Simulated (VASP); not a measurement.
# CoGe3 (Pm-3m) in VASP: a series of runs

The runs below take CoGe3 through single point, with PBEsol.

Everything below comes from runs of VASP 6.6.1. Logs are shortened: lines on timing, memory, paths and dates and some standing lists are left out, and cuts for length are marked.

### Step 1. The cell of the first run

It takes space group Pm-3m (No. 221, cubic). The conventional cell has a = 3.926 Å, b = 3.926 Å, c = 3.926 Å, α = 90.00°, β = 90.00°, γ = 90.00°. Within 3.7 Å of Ge (site symmetry 4/mmm) lie 8 Ge at 2.78 Å and 4 Co at 2.78 Å. Within 3.7 Å of Co (site symmetry m-3m) lie 12 Ge at 2.78 Å.

### Step 2. Single point, PBEsol, collinear spin, zero start

INCAR reads:

```
SYSTEM = CoGe3
PREC = Accurate
ENCUT = 520
EDIFF = 1E-6
ISMEAR = 0
SIGMA = 0.1
LREAL = .FALSE.
LASPH = .TRUE.
NELM = 150
ALGO = Normal
ISIF = 2
LWAVE = .FALSE.
LCHARG = .FALSE.
ISPIN = 2
MAGMOM = 0 0 0 0
LORBIT = 11
NUPDOWN = 0.0
LMAXMIX = 4
GGA = PS
NBANDS = 38
```

KPOINTS reads:

```
regular mesh
0
G
  10 10 10
  0 0 0
```

POSCAR reads:

```
CoGe3
1.0
    3.9257872121      0.0000000000      0.0000000000
    0.0000000000      3.9257872121      0.0000000000
    0.0000000000      0.0000000000      3.9257872121
Ge Co
3 1
Direct
    0.0000000000      0.5000000000      0.5000000000
    0.5000000000      0.0000000000      0.5000000000
    0.5000000000      0.5000000000      0.0000000000
    0.0000000000      0.0000000000      0.0000000000
```

Potentials or basis: VASP PAW PBE potentials, release 64 (Ge_d, Co).

Command:

```
> cat potpaw_PBE.64/Ge_d/POTCAR potpaw_PBE.64/Co/POTCAR > POTCAR
> mpirun -np 1 vasp_std > vasp.out
```

OUTCAR:

```text
SYSTEM = CoGe3
   PREC = Accurate
   ENCUT = 520
   EDIFF = 1E-6
   ISMEAR = 0
   LREAL = .FALSE.
   LASPH = .TRUE.
   NELM = 150
   ISIF = 2
   ISPIN = 2
   LORBIT = 11
   NUPDOWN = 0.0
   GGA = PS

 ion  position               nearest neighbor table
   1  0.000  0.500  0.500-   2 2.78   3 2.78   4 2.78   3 2.78   4 2.78   2 2.78   4 2.78   4 2.78
                             2 2.78   3 2.78   3 2.78   2 2.78
   2  0.500  0.000  0.500-   1 2.78   3 2.78   4 2.78   3 2.78   4 2.78   1 2.78   3 2.78   3 2.78
                             1 2.78   4 2.78   4 2.78   1 2.78
   3  0.500  0.500  0.000-   1 2.78   2 2.78   4 2.78   1 2.78   2 2.78   2 2.78   4 2.78   2 2.78
                             1 2.78   4 2.78   1 2.78   4 2.78
   4  0.000  0.000  0.000-   1 2.78   2 2.78   3 2.78   1 2.78   2 2.78   1 2.78   3 2.78   1 2.78
                             2 2.78   3 2.78   2 2.78   3 2.78

  LATTYP: Found a simple cubic cell.
 ALAT       =     3.9257872121

  Lattice vectors:

 A1 = (   3.9257872121,   0.0000000000,   0.0000000000)
 A2 = (   0.0000000000,   3.9257872121,   0.0000000000)
 A3 = (   0.0000000000,   0.0000000000,   3.9257872121)

Analysis of symmetry for initial positions (statically):
=====================================================================
 Subroutine PRICEL returns:
 Original cell was already a primitive cell.

 Routine SETGRP: Setting up the symmetry group for a
 simple cubic supercell.

 Subroutine GETGRP returns: Found 48 space group operations
 (whereof 48 operations were pure point group operations)
 out of a pool of 48 trial point group operations.

The static configuration has the point symmetry O_h .

Analysis of symmetry for dynamics (positions and initial velocities):
=====================================================================
 Subroutine PRICEL returns:
 Original cell was already a primitive cell.

 Routine SETGRP: Setting up the symmetry group for a
 simple cubic supercell.

 Subroutine GETGRP returns: Found 48 space group operations
 (whereof 48 operations were pure point group operations)
 out of a pool of 48 trial point group operations.

The dynamic configuration has the point symmetry O_h .

Analysis of structural, dynamic, and magnetic symmetry:
=====================================================================
 Subroutine PRICEL returns:
 Original cell was already a primitive cell.

 Routine SETGRP: Setting up the symmetry group for a
 simple cubic supercell.

 Subroutine GETGRP returns: Found 48 space group operations
 (whereof 48 operations were pure point group operations)
 out of a pool of 48 trial point group operations.

The overall configuration has the point symmetry O_h .
[... 135 lines left out ...]
 Gauss-broadening in eV      SIGMA  =   0.10
  energy-cutoff  :      520.00
  volume of cell :       60.50
 maximum number of plane-waves:      1654
 NGX is ok and might be reduce to    30
   NGX = 15   NGY = 15   NGZ = 15

 number of electron      51.0000076 magnetization       0.0000000

 number of electron      51.0000076 magnetization      -0.0000000

 Free energy of the ion-electron system (eV)
  ---------------------------------------------------
  ext. energy  EPLUGINS =         0.00000000
  ---------------------------------------------------
  free energy    TOTEN  =       -21.09493191 eV

  energy without entropy =      -21.08051639  energy(sigma->0) =      -21.08772415

 E-fermi :   8.5198     XC(G=0): -12.3757

 val. band max:        8.4990226648   @ k =   0.5000   0.4000   0.0000
 cond. band min:       8.5210092702   @ k =   0.2000   0.0000   0.0000
 fundamental gap:      0.0219866054
 Fermi energy:         8.5198026207

 spin component 1

 k-point     1 :       0.0000    0.0000    0.0000
  band No.  band energies     occupation
      1     -16.3419      1.00000
      2     -16.3395      1.00000
      3     -16.3395      1.00000
      4     -16.3395      1.00000
      5     -16.2140      1.00000
      6     -16.2140      1.00000
[... 949 lines left out ...]
     36      20.1482      0.00000
     37      20.6235      0.00000

 [... further k-points ...]

 spin component 2

 k-point     1 :       0.0000    0.0000    0.0000
  band No.  band energies     occupation
      1     -16.3419      1.00000
      2     -16.3395      1.00000
      3     -16.3395      1.00000
      4     -16.3395      1.00000
      5     -16.2140      1.00000
      6     -16.2140      1.00000
[... 949 lines left out ...]
     36      20.1482      0.00000
     37      20.6235      0.00000

 [... further k-points ...]

 [bands above 37 left out]

------------------------ aborting loop because EDIFF is reached ----------------------------------------

  FORCE on cell =-STRESS in cart. coord.  units (eV):
  Direction    XX          YY          ZZ          XY          YZ          ZX
  --------------------------------------------------------------------------------------
  -------------------------------------------------------------------------------------
  Total        0.0652781      0.0652781      0.0652781     -0.0000000     -0.0000000     -0.0000000
  in kB        1.7286130      1.7286130      1.7286130     -0.0000000     -0.0000000     -0.0000000
  external PRESSURE =       1.7286130 kB  Pullay stress =       0.0000000 kB

 VOLUME and BASIS-vectors are now :
 -----------------------------------------------------------------------------
  energy-cutoff  :      520.00
  volume of cell :       60.50
      direct lattice vectors                 reciprocal lattice vectors
     3.925787212  0.000000000  0.000000000     0.254725981  0.000000000  0.000000000
     0.000000000  3.925787212  0.000000000     0.000000000  0.254725981  0.000000000
     0.000000000  0.000000000  3.925787212     0.000000000  0.000000000  0.254725981

 POSITION                                       TOTAL-FORCE (eV/Angst)
 -----------------------------------------------------------------------------------
      0.00000      1.96289      1.96289         0.000000      0.000000      0.000000
      1.96289      0.00000      1.96289         0.000000      0.000000      0.000000
      1.96289      1.96289      0.00000         0.000000      0.000000      0.000000
      0.00000      0.00000      0.00000         0.000000      0.000000      0.000000
 -----------------------------------------------------------------------------------
    total drift:                                0.000000      0.000000     -0.000000

  FREE ENERGIE OF THE ION-ELECTRON SYSTEM (eV)
  ---------------------------------------------------
  free  energy   TOTEN  =       -21.0949319109 eV

  energy  without entropy=      -21.0805163929  energy(sigma->0) =      -21.08772415

 total charge

# of ion       s       p       d       tot
------------------------------------------
    1        1.225   1.019  10.067  12.311
    2        1.225   1.019  10.067  12.311
    3        1.225   1.019  10.067  12.311
    4        0.351   0.276   7.461   8.089
--------------------------------------------------
tot          4.027   3.333  37.663  45.023

 magnetization (x)

# of ion       s       p       d       tot
------------------------------------------
    1        0.000  -0.000  -0.000  -0.000
    2        0.000  -0.000  -0.000  -0.000
    3        0.000  -0.000  -0.000  -0.000
    4        0.000   0.000   0.000   0.000
--------------------------------------------------
tot          0.000  -0.000   0.000   0.000
```

OSZICAR:

```text
N       E                     dE             d eps       ncg     rms          rms(c)
DAV:   1     0.423299596830E+03    0.42330E+03   -0.21996E+04 11068   0.371E+03
DAV:   2     0.540610734590E+02   -0.36924E+03   -0.34907E+03  8512   0.723E+02
DAV:   3    -0.185883206185E+02   -0.72649E+02   -0.70650E+02  9102   0.184E+02
DAV:   4    -0.223442947056E+02   -0.37560E+01   -0.37339E+01  9810   0.486E+01
DAV:   5    -0.224275838117E+02   -0.83289E-01   -0.83269E-01 10628   0.741E+00    0.129E+01
DAV:   6    -0.350140130570E+02   -0.12586E+02   -0.39047E+01  9828   0.594E+01    0.327E+01
DAV:   7    -0.217873796775E+02    0.13227E+02   -0.13608E+01  9744   0.501E+01    0.805E+00
DAV:   8    -0.211014728248E+02    0.68591E+00   -0.25368E+00 10514   0.124E+01    0.158E+00
DAV:   9    -0.210993124159E+02    0.21604E-02   -0.38237E-01  9792   0.397E+00    0.740E-01
DAV:  10    -0.210950546419E+02    0.42578E-02   -0.28351E-02  9776   0.184E+00    0.126E-01
DAV:  11    -0.210949709068E+02    0.83735E-04   -0.16972E-03 11774   0.470E-01    0.109E-01
DAV:  12    -0.210949347719E+02    0.36135E-04   -0.11562E-04 10294   0.990E-02    0.379E-02
DAV:  13    -0.210949315507E+02    0.32211E-05   -0.23544E-05 10024   0.352E-02    0.976E-03
DAV:  14    -0.210949319109E+02   -0.36020E-06   -0.18094E-06  7102   0.958E-03
   1 F= -.21094932E+02 E0= -.21087724E+02  d E =-.144155E-01  mag=    -0.0000
```

It took 5.3 min on 1 thread of AMD EPYC 7R13, shared host; peak memory 0.28 GiB.

Results:

| Property | Result |
| --- | --- |
| Free energy | -21.0949 eV |
| Pressure | 0.2 GPa |
| Net moment | 0.00 μB per cell |
| Valence electrons inside the program's atomic spheres | Ge 12.31; Co 8.09 |

Caveat: the PAW data sets were made with another functional, which shifts forces and pressure a little; the total moment is fixed, so each spin has its own Fermi level.

### Step 3. Single point, PBEsol, collinear spin, ferromagnetic start

Changes to INCAR since step 2:

```diff
@@ -14,5 +14,4 @@
 ISPIN = 2
-MAGMOM = 0 0 0 0
+MAGMOM = 0 0 0 3.5
 LORBIT = 11
-NUPDOWN = 0.0
 LMAXMIX = 4
```

KPOINTS reads:

```
Automatic mesh
0
G
  10 10 10
  0 0 0
```

POSCAR is that of step 2.

Potentials or basis: VASP PAW PBE potentials, release 64 (Ge_d, Co).

Command:

```
> cat potpaw_PBE.64/Ge_d/POTCAR potpaw_PBE.64/Co/POTCAR > POTCAR
> mpirun -np 1 vasp_std > vasp.out
```

Wall time 7.4 min (1 thread of AMD EPYC 7R13, shared host); peak memory 0.29 GiB.

Results (log left out):

```yaml
Free_energy: -21.0959 eV
Pressure: 0.8 GPa
Net_moment: 0.71 μB per cell
Site_moments: Ge +0.00; Co +0.72 μB
Valence_electrons_inside_the_program's_atomic_spheres: Ge 12.31; Co 8.08
```

Levels at points of the mesh, in eV from the Fermi level:
Spin up:
| k point | band 22 | band 23 | band 24 | band 25 | band 26 | band 27 | band 28 | band 29 | band 30 | band 31 |
| --- | --- | --- | --- | --- | --- | --- | --- | --- | --- | --- |
| (0.00, 0.00, 0.00) | -1.50 | -1.50 | -1.50 | -0.47 | -0.47 | 0.35 | 3.59 | 3.59 | 3.59 | 5.98 |
| (0.50, 0.00, 0.00) | -1.46 | -1.24 | -0.60 | -0.60 | 0.05 | 0.05 | 0.56 | 0.82 | 2.48 | 6.53 |
| (0.50, 0.50, 0.00) | -1.38 | -1.12 | -1.11 | -0.09 | 0.37 | 1.31 | 1.31 | 2.28 | 2.28 | 4.64 |
| (0.50, 0.50, 0.50) | -5.25 | -1.05 | -1.05 | -0.92 | -0.69 | -0.69 | -0.69 | 8.71 | 8.71 | 9.14 |
Spin down:
```csv
k point,band 23,band 24,band 25,band 26,band 27,band 28
"(0.00, 0.00, 0.00)",-0.78,-0.78,0.00,0.00,0.43,3.57
"(0.50, 0.00, 0.00)",-0.73,-0.60,-0.60,0.58,0.61,0.61
"(0.50, 0.50, 0.00)",-0.63,-0.60,-0.07,0.70,1.31,1.31
"(0.50, 0.50, 0.50)",-0.81,-0.52,-0.52,0.07,0.07,0.07
```

Caveat: the PAW data sets were made with another functional, which shifts forces and pressure a little.
